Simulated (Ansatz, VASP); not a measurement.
Sb in VASP and in Ansatz

INCAR

```
  PREC = Accurate
  ENCUT = 520
  EDIFF = 1E-7
  ISMEAR = 0
  SIGMA = 0.011
  LREAL = F
  LASPH = T
  NELM = 100
  ALGO = Normal
  ISIF = 2
  LWAVE = F
  LCHARG = T
  GGA = PE
  LELF = T
  LVHAR = T
  NBANDS = 8
```

The input KPOINTS:

```
regular mesh
0
Gamma
  8 8 8
```

File POSCAR:

```
Sb
1.0
    3.1600000000      0.0000000000      0.0000000000
    0.0000000000      3.1600000000      0.0000000000
    0.0000000000      0.0000000000      3.1600000000
Sb
1
Direct
    0.0000000000      0.0000000000      0.0000000000
```

The input input.yaml:

```yaml
crystal:
  lattice:
    - [3.16, 0.0, 0.0]
    - [0.0, 3.16, 0.0]
    - [0.0, 0.0, 3.16]
  atoms:
    - { symbol: Sb, position: [0.0, 0.0, 0.0] }
hamiltonian:
  xc: pbe
  pseudopotentials: { kind: paw }
kpoints:
  mp_grid: { grid: [8, 8, 8] }
scf:
  occupations: { method: gaussian, width: 0.011 }
output:
  forces: true
  stress: true
  eigenvalues: true
  write_density: true
  write_potential: true
  elf: true
  volumetric_format: npy
```

Alike in both runs: task single point; functional PBE; k mesh 8 × 8 × 8; occupations gaussian, width 0.011 eV; no spin polarisation.

|  | VASP | Ansatz |
| --- | --- | --- |
| version | VASP 6.6.1 | Ansatz 0.2.0 |
| potentials or method | VASP PAW PBE potentials, release 64 (Sb) | Ansatz PAW |
| plane-wave cutoff (eV) | 520 | 420 |
| valence electrons in the cell | 5 | 15 |

|  | VASP | Ansatz | Ansatz less VASP |
| --- | --- | --- | --- |
| gap on the k mesh at the Fermi level (eV) | none | none | - |
| pressure (GPa) | -2.3 | -2.3 | +0.04 |

A gap of «none» marks a metal or a gap that the smearing closes. The functional is the same, so the differences come from potentials, cutoffs and numerics. VASP's potentials hold 5 valence electrons a cell and Ansatz's 15, so a difference there can come from the potentials and not from the codes.

Spin-orbit coupling is off throughout.
